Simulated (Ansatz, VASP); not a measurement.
Two plane-wave programs on PtSe2

```xyz
15
Lattice="3.7270 0.0000 0.0000 -1.8635 3.2277 0.0000 0.0000 0.0000 69.5200" Properties=species:S:1:pos:R:3 pbc="T T T"
Se    1.8635    1.0759    9.2610
Se    0.0000    2.1518   11.8803
Se    1.8635    1.0759   14.2180
Se    0.0000    2.1518   16.8272
Se    1.8635    1.0759   19.1246
Se    0.0000    2.1518   21.7354
Se    1.8635    1.0759   24.0328
Se    0.0000    2.1518   26.6420
Se    1.8635    1.0759   28.9797
Se    0.0000    2.1518   31.5990
Pt    0.0000    0.0000   10.5887
Pt    0.0000    0.0000   15.5226
Pt    0.0000    0.0000   20.4300
Pt    0.0000    0.0000   25.3374
Pt    0.0000    0.0000   30.2713
```

Alike in both runs: functional PBE; dispersion D3(BJ); k mesh 12 × 12 × 1; occupations gaussian, width 0.02 eV; no spin polarisation.

Ansatz relaxed the structure, and its values are those at the end. VASP's run is a single point on that final structure, the one shown.

|  | VASP | Ansatz |
| --- | --- | --- |
| version | VASP 6.6.1 | Ansatz 0.2.0 |
| potentials or method | VASP PAW PBE potentials, release 64 (Se, Pt) | scalar-relativistic, plane waves, PAW |
| plane-wave cutoff (eV) | 520 | 420 |
| valence electrons in the cell | 110 | 250 |

```csv
,VASP,Ansatz,Ansatz less VASP
gap on the k mesh at the Fermi level (eV),none,none,-
rms of the force components (eV/Å),0.004,0.003,-0.0018
```

A gap of «none» marks a metal or a gap that the smearing closes. VASP's potentials hold 110 valence electrons a cell and Ansatz's 250, so a difference there can come from the potentials and not from the codes. Ansatz's warnings: slab cell height set, xc potential rough in thin density.

Spin-orbit coupling is off throughout.
